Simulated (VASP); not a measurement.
# MnO (I4/mmm) in VASP: single point with PBE

Aim: the single point of MnO with PBE.

Program: VASP 6.6.1. These are calculated values, not measurements. Logs are shortened: lines on timing, memory, paths and dates and some standing lists are left out, and cuts for length are marked.

## (1) The cell of the first run

Symmetry: I4/mmm, No. 139, tetragonal system. The conventional cell has a = 3.142 Å, b = 3.142 Å, c = 4.777 Å, α = 90.00°, β = 90.00°, γ = 90.00°. Mn (site symmetry 4/mmm) has 6 O at 2.22 to 2.39 Å within 2.9 Å. Within 2.9 Å of O (site symmetry 4/mmm) lie 6 Mn at 2.22 to 2.39 Å.

## (2) Single point, PBE, collinear spin, ferromagnetic start (strain +0.0750 x Voigt [0, 1, 0, 0, 0, 0])

Contents of INCAR:

```
SYSTEM = MnO
ALGO = Normal
EDIFF = 1E-6
ENCUT = 600
GGA = PE
GGA_COMPAT = .False.
ISIF = 2
ISMEAR = 0
ISPIN = 2
LASPH = .True.
LCHARG = .False.
LMAXMIX = 4
LORBIT = 11
LREAL = .False.
LWAVE = .False.
MAGMOM = 4.46 0.26
NBANDS = 20
NELM = 200
PREC = Accurate
SIGMA = 0.15
```

Contents of KPOINTS:

```
k-points
0
Gamma
  18 18 18
  0 0 0
```

Contents of POSCAR:

```
MnO
1.0
    0.0000000000      2.3886500000      2.2220000000
    2.2220000000      0.0000000000      2.2220000000
    2.2220000000      2.3886500000      0.0000000000
Mn O
1 1
Direct
    0.0000000000      0.0000000000      0.0000000000
    0.5000000000      0.5000000000      0.5000000000
```

Potentials or basis: VASP PAW PBE potentials, release 64 (Mn_pv, O).

The run is started by

```
$ cat potpaw_PBE.64/Mn_pv/POTCAR potpaw_PBE.64/O/POTCAR > POTCAR
$ mpirun -np 1 vasp_std > vasp.out
```

OUTCAR:

```text
SYSTEM = MnO
   EDIFF = 1E-6
   ENCUT = 600
   GGA = PE
   ISIF = 2
   ISMEAR = 0
   ISPIN = 2
   LASPH = .True.
   LORBIT = 11
   LREAL = .False.
   NELM = 200
   PREC = Accurate

 ion  position               nearest neighbor table
   1  0.000  0.000  0.000-   2 2.22   2 2.22   2 2.22   2 2.22   2 2.39   2 2.39
   2  0.500  0.500  0.500-   1 2.22   1 2.22   1 2.22   1 2.22   1 2.39   1 2.39

  LATTYP: Found a body centered tetragonal cell.
 ALAT       =     3.1423825356
 C/A-ratio  =     1.5202795796

  Lattice vectors:

 A1 = (   0.0000000000,  -2.3886500000,   2.2220000000)
 A2 = (   0.0000000000,  -2.3886500000,  -2.2220000000)
 A3 = (   2.2220000000,   2.3886500000,   0.0000000000)

Analysis of symmetry for initial positions (statically):
=====================================================================
 Subroutine PRICEL returns:
 Original cell was already a primitive cell.

 Routine SETGRP: Setting up the symmetry group for a
 body centered tetragonal supercell.

 Subroutine GETGRP returns: Found 16 space group operations
 (whereof 16 operations were pure point group operations)
 out of a pool of 16 trial point group operations.

The static configuration has the point symmetry D_4h.

Analysis of symmetry for dynamics (positions and initial velocities):
=====================================================================
 Subroutine PRICEL returns:
 Original cell was already a primitive cell.

 Routine SETGRP: Setting up the symmetry group for a
 body centered tetragonal supercell.

 Subroutine GETGRP returns: Found 16 space group operations
 (whereof 16 operations were pure point group operations)
 out of a pool of 16 trial point group operations.

The dynamic configuration has the point symmetry D_4h.

Analysis of structural, dynamic, and magnetic symmetry:
=====================================================================
 Subroutine PRICEL returns:
 Original cell was already a primitive cell.

 Routine SETGRP: Setting up the symmetry group for a
 body centered tetragonal supercell.

 Subroutine GETGRP returns: Found 16 space group operations
 (whereof 16 operations were pure point group operations)
 out of a pool of 16 trial point group operations.

The overall configuration has the point symmetry D_4h.

 Subroutine INISYM returns: Found 16 space group operations
 (whereof 16 operations are pure point group operations),
 and found     1 'primitive' translations

----------------------------------------------------------------------------------------

                                     Primitive cell

  volume of cell :      23.5869

  direct lattice vectors                    reciprocal lattice vectors
     0.000000000  2.388650000  2.222000000    -0.225022502  0.209323258  0.225022502
     2.222000000  0.000000000  2.222000000     0.225022502 -0.209323258  0.225022502
     2.222000000  2.388650000  0.000000000     0.225022502  0.209323258 -0.225022502

  length of vectors
     3.262350812  3.142382536  3.262350812     0.380902191  0.380902191  0.380902191

  position of ions in fractional coordinates (direct lattice)
     0.000000000  0.000000000  0.000000000
     0.500000000  0.500000000  0.500000000

  ion indices of the primitive-cell ions
   primitive index   ion index
                 1           1
                 2           2

----------------------------------------------------------------------------------------

 KPOINTS: k-points

Automatic generation of k-mesh.
 Grid dimensions read from file:
 generate k-points for:   18   18   18

 Generating k-lattice:

  Cartesian coordinates                     Fractional coordinates (reciprocal lattice)
    -0.012501250  0.011629070  0.012501250     0.055555556  0.000000000 -0.000000000
     0.012501250 -0.011629070  0.012501250     0.000000000  0.055555556  0.000000000
     0.012501250  0.011629070 -0.012501250    -0.000000000  0.000000000  0.055555556

  Length of vectors
     0.021161233  0.021161233  0.021161233

  Shift w.r.t. Gamma in fractional coordinates (k-lattice)
     0.000000000  0.000000000  0.000000000

 Subroutine IBZKPT returns following result:
 ===========================================

 Found    480 irreducible k-points:

 Following reciprocal coordinates:
            Coordinates               Weight
  0.000000  0.000000  0.000000      1.000000
  0.055556  0.000000  0.000000      8.000000
  0.111111  0.000000  0.000000      8.000000
  0.166667  0.000000  0.000000      8.000000
  0.222222  0.000000  0.000000      8.000000
  0.277778  0.000000  0.000000      8.000000
[... 16 lines left out ...]
 -0.277778  0.055556  0.000000     16.000000
 -0.222222  0.055556 -0.000000     16.000000
 [... further k-points ...]
   k-points           NKPTS =    480   k-points in BZ     NKDIM =    480   number of bands    NBANDS=     20
   number of dos      NEDOS =    301   number of ions     NIONS =      2
   total plane-waves  NPLWV =  21952
   dimension x,y,z NGX =    28 NGY =   28 NGZ =   28
   dimension x,y,z NGXF=    56 NGYF=   56 NGZF=   56
   ions per type =               1   1
   NGX,Y,Z   is equivalent  to a cutoff of  14.27, 14.81, 14.27 a.u.
   NGXF,Y,Z  is equivalent  to a cutoff of  28.54, 29.63, 28.54 a.u.
 SYSTEM =  MnO
   PREC   = accura    normal or accurate (medium, high low for compatibility)
   ISTART =      0    job   : 0-new  1-cont  2-samecut
   ICHARG =      2    charge: 1-file 2-atom 10-const
   ISPIN  =      2    spin polarized calculation?
   LNONCOLLINEAR =      F non collinear calculations
   LSORBIT =      F    spin-orbit coupling
   LASPH  =      T    aspherical Exc in radial PAW
   ENCUT  =  600.0 eV  44.10 Ry    6.64 a.u.   6.52  6.28  6.52*2*pi/ulx,y,z
   NELM   =    200;   NELMIN=  2; NELMDL= -5     # of ELM steps
   EDIFF  = 0.1E-05   stopping-criterion for ELM
   LREAL  =      F    real-space projection
   EDIFFG = 0.1E-04   stopping-criterion for IOM
   NSW    =      0    number of steps for IOM
   IBRION =     -1    ionic relax: 0-MD 1-quasi-New 2-CG
   NFREE  =      0    steps in history (QN), initial steepest desc. (CG)
   ISIF   =      2    stress and relaxation
   ISYM   =      2    0-nonsym 1-usesym 2-fastsym
   POTIM  = 0.5000    time-step for ionic-motion
   TEBEG  =    0.0;   TEEND  =   0.0 temperature during run
   PSTRESS=    0.0 pullay stress
   NELECT =      19.0000    total number of electrons
   NUPDOWN=      -1.0000    fix difference up-down
   EMIN   =  10.00;   EMAX   =-10.00  energy-range for DOS
   EFERMI =   0.00;   METHOD = LEGACY
   ISMEAR =     0;   SIGMA  =   0.15  broadening in eV -4-tet -1-fermi 0-gaus
   EFERMI_NEDOS =   21; number of points for ismear=-14 and -15
   IALGO  =     38    algorithm
   IMIX   =      4    mixing-type and parameters
     AMIX     =   0.40;   BMIX     =  1.00
     AMIX_MAG =   1.60;   BMIX_MAG =  1.00
  volume/ion in A,a.u.               =      11.79        79.59
  Fermi-wavevector in a.u.,A,eV,Ry     =   1.523243  2.878512 31.569175  2.320269
  Thomas-Fermi vector in A             =   2.631713
   LORBIT       =     11    0 simple, 1 ext, 2 COOP (PROOUT), +10 PAW based schemes
   GGA     = PE    functional components
   LHFCALC =     F    Hartree Fock is set to
   AEXX    =    0.0000 exact exchange contribution
   IVDW    =     0    specifies the selected vdW correction
   LEPSILON=     F    determine dielectric tensor
   LRPA    =     F    only Hartree local field effects (RPA)
 spin polarized calculation
 Gauss-broadening in eV      SIGMA  =   0.15
  energy-cutoff  :      600.00
  volume of cell :       23.59
 maximum number of plane-waves:       808
 NGX is ok and might be reduce to    28
   NGX = 13   NGY = 13   NGZ = 13

 number of electron      19.0000005 magnetization       4.8640681

 Free energy of the ion-electron system (eV)
  ---------------------------------------------------
  ext. energy  EPLUGINS =         0.00000000
  ---------------------------------------------------
  free energy    TOTEN  =       -16.37695587 eV

  energy without entropy =      -16.37106450  energy(sigma->0) =      -16.37401019

 E-fermi :   6.7177     XC(G=0): -11.4600

 val. band max:        6.7063686296   @ k =  -0.3889   0.0000   0.2222
 cond. band min:       6.7237537245   @ k =  -0.4444   0.0000   0.1667
 fundamental gap:      0.0173850948
 Fermi energy:         6.7176686509

 spin component 1

 k-point     1 :       0.0000    0.0000    0.0000
  band No.  band energies     occupation
      1     -43.7696      1.00000
      2     -43.7243      1.00000
      3     -43.7243      1.00000
      4     -13.0282      1.00000
      5       3.1924      1.00000
      6       3.1924      1.00000
[... 12 lines left out ...]
     19      26.0095      0.00000
     20      26.0095      0.00000
[... 507 lines left out ...]
 k-point    24 :      -0.2222    0.0556   -0.0000
  band No.  band energies     occupation
      1     -43.7800      1.00000
      2     -43.7397      1.00000
      3     -43.7272      1.00000
      4     -12.6437      1.00000
      5       0.6203      1.00000
      6       1.6742      1.00000
[... 12 lines left out ...]
     19      26.1496      0.00000
     20      29.9093      0.00000

 [... further k-points ...]

 spin component 2

 k-point     1 :       0.0000    0.0000    0.0000
  band No.  band energies     occupation
      1     -39.0069      1.00000
      2     -38.9955      1.00000
      3     -38.9955      1.00000
      4     -12.5981      1.00000
      5       3.5391      1.00000
      6       3.5391      1.00000
[... 12 lines left out ...]
     19      28.3433      0.00000
     20      28.3433      0.00000
[... 507 lines left out ...]
 k-point    24 :      -0.2222    0.0556   -0.0000
  band No.  band energies     occupation
      1     -39.0279      1.00000
      2     -39.0076      1.00000
      3     -38.9988      1.00000
      4     -12.2270      1.00000
      5       1.4668      1.00000
      6       2.8176      1.00000
[... 12 lines left out ...]
     19      27.6709      0.00000
     20      31.3138      0.00000

 [... further k-points ...]

------------------------ aborting loop because EDIFF is reached ----------------------------------------

  FORCE on cell =-STRESS in cart. coord.  units (eV):
  Direction    XX          YY          ZZ          XY          YZ          ZX
  --------------------------------------------------------------------------------------
  -------------------------------------------------------------------------------------
  Total       -1.1017256     -1.0271121     -1.1017256      0.0000000     -0.0000000      0.0000000
  in kB      -74.8364868    -69.7682451    -74.8364868      0.0000000     -0.0000000      0.0000000
  external PRESSURE =     -73.1470729 kB  Pullay stress =       0.0000000 kB

 VOLUME and BASIS-vectors are now :
 -----------------------------------------------------------------------------
  energy-cutoff  :      600.00
  volume of cell :       23.59
      direct lattice vectors                 reciprocal lattice vectors
     0.000000000  2.388650000  2.222000000    -0.225022502  0.209323258  0.225022502
     2.222000000  0.000000000  2.222000000     0.225022502 -0.209323258  0.225022502
     2.222000000  2.388650000  0.000000000     0.225022502  0.209323258 -0.225022502

 POSITION                                       TOTAL-FORCE (eV/Angst)
 -----------------------------------------------------------------------------------
      0.00000      0.00000      0.00000         0.000000      0.000000     -0.000000
      2.22200      2.38865      2.22200        -0.000000     -0.000000      0.000000
 -----------------------------------------------------------------------------------
    total drift:                                0.000000      0.000000      0.000000

  FREE ENERGIE OF THE ION-ELECTRON SYSTEM (eV)
  ---------------------------------------------------
  free  energy   TOTEN  =       -16.3769558748 eV

  energy  without entropy=      -16.3710645027  energy(sigma->0) =      -16.37401019

 total charge

# of ion       s       p       d       tot
------------------------------------------
    1        0.196   6.157   4.942  11.295
    2        1.557   3.392   0.000   4.949
--------------------------------------------------
tot          1.753   9.549   4.942  16.244

 magnetization (x)

# of ion       s       p       d       tot
------------------------------------------
    1        0.037   0.024   4.341   4.403
    2        0.028   0.173   0.000   0.201
--------------------------------------------------
tot          0.065   0.197   4.341   4.604
```

It took 4.2 min on 1 thread of Intel Xeon 6975P-C (Granite Rapids), shared host; peak memory 0.5 GiB.

What came out:

| Quantity | Value |
| --- | --- |
| Free energy | -16.3770 eV |
| Pressure | -7.3 GPa |
| Net moment | 4.86 μB per cell |
| Site moments | Mn +4.40; O +0.20 μB |
| Valence electrons inside the program's atomic spheres | Mn 11.29; O 4.95 |

Stress tensor (GPa, compression positive):
```
-7.48  0.00  0.00
 0.00 -6.98  0.00
 0.00  0.00 -7.48
```

Caveat: the cell differs from its parent crystal (strain +0.0750 x Voigt [0, 1, 0, 0, 0, 0]); the cell stands under tension; a cell with one magnetic atom can't hold antiferromagnetic order, which such compounds often take; semilocal functionals often make such compounds metallic where correlation or magnetic order opens a gap, which also shifts bond lengths.
